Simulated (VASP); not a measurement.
Write the native input for VASP 6.6.1 that does the following.

| Property | Result |
| --- | --- |
| Task | single point |
| Functional | PBEsol |
| Potentials or basis | VASP PAW PBE potentials, release 64 (Fe) |
| Cutoff | 520 eV |
| k mesh | 9 × 9 × 13 |
| Occupations | fermi-dirac, width 0.05 eV |
| Spin | collinear spin, ferromagnetic start |
| Starting moments | [2.5, 2.5, 2.5] μB |
| Dipole correction | no |
| Further INCAR settings | ALGO = Normal; EDIFF = 1e-06; NBANDS = 23 |

The structure of Fe lies in POSCAR:

```
Fe
1.0
    4.1003242270      0.0000000000      0.0000000000
   -2.0501621135      3.5509849443      0.0000000000
    0.0000000000      0.0000000000      2.3308402562
Fe
3
Direct
    0.0000000000      0.0000000000      0.0000000000
    0.3333333333      0.6666666667      0.5000000000
    0.6666666667      0.3333333333      0.5000000000
```

This isn't the form of Fe at room conditions, which is bcc.

These files were run (other wordings do the same):

INCAR

```
PREC     = Accurate       # precision mode
ENCUT    = 520            # plane-wave cutoff, eV
EDIFF    = 1E-6           # SCF threshold, eV
ISMEAR   = -1             # smearing method
SIGMA    = 0.05           # smearing width, eV
LREAL    = False          # projectors in reciprocal space
LASPH    = True           # aspherical terms in the spheres
NELM     = 150            # most SCF steps
ALGO     = Normal         # electronic algorithm
ISIF     = 2              # what is computed and relaxed
LWAVE    = False          # write WAVECAR
LCHARG   = True           # write CHGCAR
ISPIN    = 2              # spin polarisation
MAGMOM   = 2.5 2.5 2.5    # initial moments
LORBIT   = 11             # projections on sites
LMAXMIX  = 4              # l up to which the mixer works
GGA      = PS             # functional
LELF     = True           # ELF
LVHAR    = True         
NBANDS   = 23             # bands
```

KPOINTS

```
Automatic mesh
0
Gamma
  9 9 13
```

Potentials or basis: VASP PAW PBE potentials, release 64 (Fe).

Command:

```sh
$ cat potpaw_PBE.64/Fe/POTCAR > POTCAR
$ mpirun -np 1 vasp_std > vasp.out
```

Results of the run:

```
Pressure                                              : 0.0 GPa
Net moment                                            : 7.02 μB per cell
Site moments                                          : Fe +2.46, +2.25 (each value once) μB
Valence electrons inside the program's atomic spheres : Fe 7.25, 7.34 (each value once)
```

Caveat: the PAW data sets were made with another functional, which shifts forces and pressure a little.

It took 8.3 min on 1 thread of Intel Xeon 8259CL, with other jobs on the host, peak memory 0.22 GiB.
